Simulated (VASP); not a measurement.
A run of VASP 6.6.1 is set up as follows.

INCAR

```
SYSTEM = LiHSO4
  PREC = Accurate
  ENCUT = 910
  EDIFF = 1E-6
  ISMEAR = -1
  SIGMA = 0.05
  LREAL = Auto
  LASPH = .True.
  NELM = 120
  ALGO = Normal
  ISIF = 2
  LWAVE = .False.
  LCHARG = .False.
  NBANDS = 88
  GGA_COMPAT = .False.
```

The input KPOINTS:

```
regular mesh
0
Gamma
  2 1 1
  0 0 0
```

POSCAR

```
LiHSO4
1.0
    5.3414780000      0.0000000000      0.0000000000
    0.0000000000      7.3736770000      0.0000000000
   -0.0226800000      0.0000000000      8.5596560000
Li H S O
4 4 4 16
Direct
    0.5010686056      0.2387140093      0.0329335665
    0.4358535175      0.8648873554      0.5115509315
    0.5359887572      0.6899949645      1.0216999375
    0.4906921016      0.2101529535      0.4903468083
    0.9364284355      0.5922553971      0.7765382160
    0.0810729822      0.1579944443      0.7120613258
    0.0893038526      0.3642551742      0.1946456727
    0.8863858602      0.8464433688      0.3135172722
    0.2736567365      0.4804116047      0.6936260055
    0.7834420533      0.9794434988      0.7733021047
    0.7550024791      0.5029648030      0.2922897836
    0.1993035320      0.0370100291      0.2326028055
    0.4363429771      0.4705522089      0.8296478270
    0.6597798650      0.9884756276      0.6172677967
    0.5900696897      0.4820254535      0.1518635796
    0.2472928473      0.0683783681      0.3972355898
    0.2801806877      0.3272315834      0.5943112667
    0.7928275738      0.7897145481      0.8408749137
    0.7486377966      0.6823461348      0.3673862594
    0.1571157046      0.2006054781      0.1247830520
    0.2901029627      0.6649192798      0.6207492451
    0.6636604752      0.0886396299      0.8830611884
    0.7179831164      0.3558604479      0.3964294827
    0.4056796017      0.9263085432      0.1820400259
    0.9883258708      0.4592281436      0.7769354282
    0.0736379598      1.0345313471      0.7423078684
    0.0257054140      0.4949362442      0.2206747561
    0.9159993187     -0.0325753352      0.2464818680
```

Potentials or basis: VASP PAW LDA potentials, release 64 (Li_sv, H_h, S, O_h).

Run with:

```console
$ cat potpaw_LDA.64/Li_sv/POTCAR potpaw_LDA.64/H_h/POTCAR potpaw_LDA.64/S/POTCAR potpaw_LDA.64/O_h/POTCAR > POTCAR
$ mpirun -np 1 vasp_std > vasp.out
```

Problem. What does it give for the pressure?

Solution. -4.5 GPa.

Problem. Estimate the largest force.

Solution. 5.220 eV/Å.

Problem. Estimate the band gap on the k mesh.

Solution. 4.78 eV.

Forces on the atoms (eV/Å):
```
Li   0.078  0.494 -0.444
Li  -0.460 -0.885 -0.174
Li   0.070 -0.015 -0.442
Li   0.976 -0.559 -0.251
H   -0.675 -0.401  0.444
H    0.201  2.331 -0.883
H   -0.382  0.112 -0.187
H    0.006  0.486 -0.664
S   -1.469  3.927  3.111
S    0.792 -3.946 -1.360
S    1.439  0.676 -2.179
S   -2.634  0.703  0.414
O    0.212 -0.217 -0.134
O    1.113  0.421  1.297
O    0.175  0.614  0.919
O    0.595  0.903  0.671
O   -0.500 -0.500 -0.441
O    0.511  2.010 -1.510
O   -0.469 -0.666 -0.394
O    1.300 -2.332  1.630
O   -0.515 -2.623  0.466
O   -0.682  2.347  1.523
O   -0.020 -0.583  0.696
O   -0.685 -0.802 -1.712
O    2.110  1.274 -1.869
O   -2.095 -2.733  1.355
O   -0.919  0.715  1.185
O    1.927 -0.752 -1.067
```

Caveat: the k points lie up to 0.85 Å⁻¹ apart; the cutoff is under 1.25 times the usual one of these potentials, so pressure, stress and relaxed cells hold a basis-set (Pulay) error; the atoms stand as in a frame of molecular dynamics; forces of over 1 eV/Å act on the atoms, so gaps and moduli don't describe the material at rest.
